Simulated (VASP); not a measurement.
# BaHg (Pm-3m) in VASP: notebook

The runs below take BaHg through single point, with LDA.

Program: VASP 6.6.1. These are calculated values, not measurements. Logs are shortened: lines on timing, memory, paths and dates and some standing lists are left out, and cuts for length are marked.

### Step 1. The cell of the first run

The structure is cubic, space group Pm-3m (No. 221). The conventional cell has a = 3.646 Å, b = 3.646 Å, c = 3.646 Å, α = 90.00°, β = 90.00°, γ = 90.00°. Ba (site symmetry m-3m) has 8 Hg at 3.16 Å and 6 Ba at 3.65 Å within 4.2 Å. Within 4.2 Å of Hg (site symmetry m-3m) lie 8 Ba at 3.16 Å and 6 Hg at 3.65 Å.

### Step 2. Single point, LDA

Contents of INCAR:

```
SYSTEM = BaHg
PREC = Accurate ; ENCUT = 520
EDIFF = 1E-6 ; ISMEAR = -1
SIGMA = 0.05 ; LREAL = .False.
LASPH = .True. ; NELM = 80
ALGO = Normal ; ISIF = 2
LWAVE = .False. ; LCHARG = .True.
LELF = .True. ; LVHAR = .True.
NBANDS = 18
```

Contents of KPOINTS:

```
regular mesh
0
Gamma
  10 10 10
  0 0 0
```

Contents of POSCAR:

```
BaHg
1.0
    3.6458906512      0.0000000000      0.0000000000
    0.0000000000      3.6458906512      0.0000000000
    0.0000000000      0.0000000000      3.6458906512
Ba Hg
1 1
Direct
    0.0000000000      0.0000000000      0.0000000000
    0.5000000000      0.5000000000      0.5000000000
```

Potentials or basis: VASP PAW LDA potentials, release 64 (Ba_sv, Hg).

The run is started by

```bash
$ cat potpaw_LDA.64/Ba_sv/POTCAR potpaw_LDA.64/Hg/POTCAR > POTCAR
$ mpirun -np 1 vasp_std > vasp.out
```

OUTCAR:

```text
SYSTEM = BaHg
   PREC = Accurate
   ENCUT = 520
   EDIFF = 1E-6
   ISMEAR = -1
   LREAL = .False.
   LASPH = .True.
   NELM = 80
   ISIF = 2

 ion  position               nearest neighbor table
   1  0.000  0.000  0.000-   2 3.16   2 3.16   2 3.16   2 3.16   2 3.16   2 3.16   2 3.16   2 3.16

   2  0.500  0.500  0.500-   1 3.16   1 3.16   1 3.16   1 3.16   1 3.16   1 3.16   1 3.16   1 3.16

  LATTYP: Found a simple cubic cell.
 ALAT       =     3.6458906512

  Lattice vectors:

 A1 = (   3.6458906512,   0.0000000000,   0.0000000000)
 A2 = (   0.0000000000,   3.6458906512,   0.0000000000)
 A3 = (   0.0000000000,   0.0000000000,   3.6458906512)

Analysis of symmetry for initial positions (statically):
=====================================================================
 Subroutine PRICEL returns:
 Original cell was already a primitive cell.

 Routine SETGRP: Setting up the symmetry group for a
 simple cubic supercell.

 Subroutine GETGRP returns: Found 48 space group operations
 (whereof 48 operations were pure point group operations)
 out of a pool of 48 trial point group operations.

The static configuration has the point symmetry O_h .

Analysis of symmetry for dynamics (positions and initial velocities):
=====================================================================
 Subroutine PRICEL returns:
 Original cell was already a primitive cell.

 Routine SETGRP: Setting up the symmetry group for a
 simple cubic supercell.

 Subroutine GETGRP returns: Found 48 space group operations
 (whereof 48 operations were pure point group operations)
 out of a pool of 48 trial point group operations.

The dynamic configuration has the point symmetry O_h .

 Subroutine INISYM returns: Found 48 space group operations
 (whereof 48 operations are pure point group operations),
 and found     1 'primitive' translations

----------------------------------------------------------------------------------------

                                     Primitive cell

  volume of cell :      48.4631

  direct lattice vectors                    reciprocal lattice vectors
     3.645890651  0.000000000  0.000000000     0.274281402  0.000000000  0.000000000
     0.000000000  3.645890651  0.000000000     0.000000000  0.274281402  0.000000000
     0.000000000  0.000000000  3.645890651     0.000000000  0.000000000  0.274281402

  length of vectors
     3.645890651  3.645890651  3.645890651     0.274281402  0.274281402  0.274281402

  position of ions in fractional coordinates (direct lattice)
     0.000000000  0.000000000  0.000000000
     0.500000000  0.500000000  0.500000000

  ion indices of the primitive-cell ions
   primitive index   ion index
                 1           1
                 2           2

----------------------------------------------------------------------------------------

 KPOINTS: regular mesh

Automatic generation of k-mesh.
 Grid dimensions read from file:
 generate k-points for:   10   10   10

 Generating k-lattice:

  Cartesian coordinates                     Fractional coordinates (reciprocal lattice)
     0.027428140  0.000000000  0.000000000     0.100000000  0.000000000  0.000000000
     0.000000000  0.027428140  0.000000000     0.000000000  0.100000000  0.000000000
     0.000000000  0.000000000  0.027428140     0.000000000  0.000000000  0.100000000

  Length of vectors
     0.027428140  0.027428140  0.027428140

  Shift w.r.t. Gamma in fractional coordinates (k-lattice)
     0.000000000  0.000000000  0.000000000

 Subroutine IBZKPT returns following result:
 ===========================================

 Found     56 irreducible k-points:

 Following reciprocal coordinates:
            Coordinates               Weight
  0.000000  0.000000  0.000000      1.000000
  0.100000  0.000000  0.000000      6.000000
  0.200000  0.000000  0.000000      6.000000
  0.300000  0.000000  0.000000      6.000000
  0.400000  0.000000  0.000000      6.000000
  0.500000  0.000000  0.000000      3.000000
[... 16 lines left out ...]
  0.200000  0.100000  0.100000     24.000000
  0.300000  0.100000  0.100000     24.000000
 [... further k-points ...]
   k-points           NKPTS =     56   k-points in BZ     NKDIM =     56   number of bands    NBANDS=     18
   number of dos      NEDOS =    301   number of ions     NIONS =      2
   total plane-waves  NPLWV =  21952
   dimension x,y,z NGX =    28 NGY =   28 NGZ =   28
   dimension x,y,z NGXF=    56 NGYF=   56 NGZF=   56
   ions per type =               1   1
   NGX,Y,Z   is equivalent  to a cutoff of  12.77, 12.77, 12.77 a.u.
   NGXF,Y,Z  is equivalent  to a cutoff of  25.53, 25.53, 25.53 a.u.
 SYSTEM =  BaHg
   PREC   = accura    normal or accurate (medium, high low for compatibility)
   ISTART =      0    job   : 0-new  1-cont  2-samecut
   ICHARG =      2    charge: 1-file 2-atom 10-const
   ISPIN  =      1    spin polarized calculation?
   LNONCOLLINEAR =      F non collinear calculations
   LSORBIT =      F    spin-orbit coupling
   LASPH  =      T    aspherical Exc in radial PAW
   ENCUT  =  520.0 eV  38.22 Ry    6.18 a.u.   6.78  6.78  6.78*2*pi/ulx,y,z
   NELM   =     80;   NELMIN=  2; NELMDL= -5     # of ELM steps
   EDIFF  = 0.1E-05   stopping-criterion for ELM
   LREAL  =      F    real-space projection
   EDIFFG = 0.1E-04   stopping-criterion for IOM
   NSW    =      0    number of steps for IOM
   IBRION =     -1    ionic relax: 0-MD 1-quasi-New 2-CG
   NFREE  =      0    steps in history (QN), initial steepest desc. (CG)
   ISIF   =      2    stress and relaxation
   ISYM   =      2    0-nonsym 1-usesym 2-fastsym
   POTIM  = 0.5000    time-step for ionic-motion
   TEBEG  =    0.0;   TEEND  =   0.0 temperature during run
   PSTRESS=    0.0 pullay stress
   NELECT =      22.0000    total number of electrons
   NUPDOWN=      -1.0000    fix difference up-down
   EMIN   =  10.00;   EMAX   =-10.00  energy-range for DOS
   EFERMI =   0.00;   METHOD = LEGACY
   ISMEAR =    -1;   SIGMA  =   0.05  broadening in eV -4-tet -1-fermi 0-gaus
   EFERMI_NEDOS =   21; number of points for ismear=-14 and -15
   IALGO  =     38    algorithm
   IMIX   =      4    mixing-type and parameters
     AMIX     =   0.40;   BMIX     =  1.00
     AMIX_MAG =   1.60;   BMIX_MAG =  1.00
  volume/ion in A,a.u.               =      24.23       163.52
  Fermi-wavevector in a.u.,A,eV,Ry     =   1.258188  2.377630 21.538515  1.583036
  Thomas-Fermi vector in A             =   2.391810
   LORBIT       =      0    0 simple, 1 ext, 2 COOP (PROOUT), +10 PAW based schemes
   GGA     = CA    functional components
   LHFCALC =     F    Hartree Fock is set to
   AEXX    =    0.0000 exact exchange contribution
   IVDW    =     0    specifies the selected vdW correction
   LEPSILON=     F    determine dielectric tensor
   LRPA    =     F    only Hartree local field effects (RPA)
 non-spin polarized calculation
  energy-cutoff  :      520.00
  volume of cell :       48.46
 maximum number of plane-waves:      1332
 NGX is ok and might be reduce to    28
   NGX = 13   NGY = 13   NGZ = 13

 number of electron      21.9999998 magnetization

 Free energy of the ion-electron system (eV)
  ---------------------------------------------------
  ext. energy  EPLUGINS =         0.00000000
  ---------------------------------------------------
  free energy    TOTEN  =        -3.48120991 eV

  energy without entropy =       -3.47082766  energy(sigma->0) =       -3.47601878

 E-fermi :   4.9189     XC(G=0): -11.2338

 val. band max:        4.8526011784   @ k =   0.4000   0.4000   0.2000
 cond. band min:       4.9212853580   @ k =   0.5000   0.2000   0.2000
 fundamental gap:      0.0686841796
 Fermi energy:         4.9188703408

 k-point     1 :       0.0000    0.0000    0.0000
  band No.  band energies     occupation
      1     -23.1227      2.00000
      2      -7.8335      2.00000
      3      -7.8335      2.00000
      4      -7.8335      2.00000
      5      -3.5004      2.00000
      6      -3.5004      2.00000
[... 10 lines left out ...]
     17      11.7034      0.00000
     18      11.7034      0.00000

 k-point     2 :       0.1000    0.0000    0.0000
  band No.  band energies     occupation
      1     -23.1052      2.00000
      2      -8.0808      2.00000
      3      -7.8325      2.00000
      4      -7.8325      2.00000
      5      -3.4836      2.00000
      6      -3.4083      2.00000
[... 10 lines left out ...]
     17      12.6906      0.00000
     18      12.6906      0.00000

 k-point     3 :       0.2000    0.0000    0.0000
  band No.  band energies     occupation
      1     -23.0589      2.00000
      2      -8.6400      2.00000
      3      -7.8301      2.00000
      4      -7.8301      2.00000
      5      -3.4388      2.00000
      6      -3.1806      2.00000
[... 10 lines left out ...]
     17      13.9341      0.00000
     18      13.9341      0.00000

 k-point     4 :       0.3000    0.0000    0.0000
  band No.  band energies     occupation
      1     -23.0005      2.00000
      2      -9.2188      2.00000
      3      -7.8276      2.00000
      4      -7.8276      2.00000
      5      -3.3822      2.00000
      6      -2.9069      2.00000
[... 10 lines left out ...]
     17      14.0816      0.00000
     18      15.1495      0.00000

 k-point     5 :       0.4000    0.0000    0.0000
  band No.  band energies     occupation
      1     -22.9522      2.00000
      2      -9.6288      2.00000
      3      -7.8259      2.00000
      4      -7.8259      2.00000
      5      -3.3354      2.00000
      6      -2.7568      2.00000
[... 10 lines left out ...]
     17      13.5948      0.00000
     18      16.4406      0.00000

 k-point     6 :       0.5000    0.0000    0.0000
  band No.  band energies     occupation
      1     -22.9335      2.00000
      2      -9.7752      2.00000
      3      -7.8254      2.00000
      4      -7.8254      2.00000
      5      -3.3172      2.00000
      6      -2.7503      2.00000
[... 307 lines left out ...]
 k-point    21 :       0.5000    0.5000    0.0000
  band No.  band energies     occupation
      1     -22.7806      2.00000
      2      -9.1737      2.00000
      3      -9.1737      2.00000
      4      -7.4714      2.00000
      5      -3.3978      2.00000
      6      -3.2187      2.00000
[... 10 lines left out ...]
     17      12.7851      0.00000
     18      13.6217      0.00000

 k-point    22 :       0.1000    0.1000    0.1000
  band No.  band energies     occupation
      1     -23.0711      2.00000
      2      -8.1735      2.00000
      3      -7.9972      2.00000
      4      -7.9972      2.00000
      5      -3.3489      2.00000
      6      -3.3489      2.00000
[... 10 lines left out ...]
     17      12.6064      0.00000
     18      13.0934      0.00000

 k-point    23 :       0.2000    0.1000    0.1000
  band No.  band energies     occupation
      1     -23.0263      2.00000
      2      -8.6083      2.00000
      3      -8.0305      2.00000
      4      -7.9904      2.00000
      5      -3.3270      2.00000
      6      -3.1402      2.00000
[... 10 lines left out ...]
     17      13.5814      0.00000
     18      14.0593      0.00000

 k-point    24 :       0.3000    0.1000    0.1000
  band No.  band energies     occupation
      1     -22.9698      2.00000
      2      -9.1471      2.00000
      3      -7.9825      2.00000
      4      -7.9791      2.00000
      5      -3.2953      2.00000
      6      -2.9314      2.00000
[... 10 lines left out ...]
     17      14.0652      0.00000
     18      14.5728      0.00000

 [... further k-points ...]
[... 5 lines left out ...]
  --------------------------------------------------------------------------------------
  -------------------------------------------------------------------------------------
  Total        6.7323870      6.7323870      6.7323870      0.0000000      0.0000000      0.0000000
  in kB      222.5710820    222.5710820    222.5710820      0.0000000      0.0000000      0.0000000
  external PRESSURE =     222.5710820 kB  Pullay stress =       0.0000000 kB

 VOLUME and BASIS-vectors are now :
 -----------------------------------------------------------------------------
  energy-cutoff  :      520.00
  volume of cell :       48.46
      direct lattice vectors                 reciprocal lattice vectors
     3.645890651  0.000000000  0.000000000     0.274281402  0.000000000  0.000000000
     0.000000000  3.645890651  0.000000000     0.000000000  0.274281402  0.000000000
     0.000000000  0.000000000  3.645890651     0.000000000  0.000000000  0.274281402

 POSITION                                       TOTAL-FORCE (eV/Angst)
 -----------------------------------------------------------------------------------
      0.00000      0.00000      0.00000         0.000000      0.000000      0.000000
      1.82295      1.82295      1.82295         0.000000      0.000000      0.000000
 -----------------------------------------------------------------------------------
    total drift:                                0.000000      0.000000      0.000000

  FREE ENERGIE OF THE ION-ELECTRON SYSTEM (eV)
  ---------------------------------------------------
  free  energy   TOTEN  =        -3.4812099110 eV

  energy  without entropy=       -3.4708276552  energy(sigma->0) =       -3.47601878
```

Run time: 30 s. Hardware: 1 thread of Intel Xeon Platinum 8375C at 2.90GHz (Ice Lake), shared host; peak memory 0.18 GiB.

What came out:

```
Free energy            : -3.4812 eV
Pressure               : 22.3 GPa
Band gap on the k mesh : zero (band 11 reaches 6.55 eV, above the bottom of band 12 at 2.47 eV)
```

Caveat: spin-orbit coupling is left out, which moves the levels of the heavy elements.

### Step 3. Single point, LDA

This run uses another cell than the first one, of 32.57 Å³/atom, 1.344 times its volume.

Contents of INCAR:

```
  ALGO = Normal
  EDIFF = 1E-7
  ENCUT = 520
  ISIF = 2
  ISMEAR = -1
  LASPH = True
  LCHARG = True
  LELF = True
  LREAL = False
  LVHAR = True
  LWAVE = False
  NBANDS = 18
  NELM = 80
  PREC = Accurate
  SIGMA = 0.05
```

Contents of KPOINTS:

```
k-points
0
Gamma
  10 10 10
```

Contents of POSCAR:

```
BaHg
1.0
    4.0235121516      0.0000000000      0.0000000000
    0.0000000000      4.0235121516      0.0000000000
    0.0000000000      0.0000000000      4.0235121516
Ba Hg
1 1
Direct
    0.0000000000      0.0000000000      0.0000000000
    0.5000000000      0.5000000000      0.5000000000
```

Potentials or basis: VASP PAW LDA potentials, release 64 (Ba_sv, Hg).

The run is started by

```bash
$ cat potpaw_LDA.64/Ba_sv/POTCAR potpaw_LDA.64/Hg/POTCAR > POTCAR
$ mpirun -np 1 vasp_std > vasp.out
```

Wall time 39 s (1 thread of Intel Xeon Platinum 8375C at 2.90GHz (Ice Lake), shared host); peak memory 0.2 GiB.

Results (log left out):

* Free energy: -4.3889 eV
* Pressure: 0.5 GPa
* Band gap on the k mesh: zero (band 11 reaches 3.83 eV, above the bottom of band 12 at 1.48 eV)

Levels at points of the mesh, in eV from the Fermi level:
```tsv
k point	band 8	band 9	band 10	band 11	band 12	band 13	band 14	band 15
(0.00, 0.00, 0.00)	-7.12	-7.12	-6.45	0.82	0.82	4.32	4.32	4.32
(0.50, 0.00, 0.00)	-7.09	-7.05	-4.18	-2.10	0.90	1.61	1.61	5.19
(0.50, 0.50, 0.00)	-7.25	-6.88	-4.64	0.86	0.86	1.36	3.76	3.76
(0.50, 0.50, 0.50)	-6.87	-6.87	-2.90	-1.46	-1.46	-1.46	6.78	6.78
```

Caveat: spin-orbit coupling is left out, which moves the levels of the heavy elements.
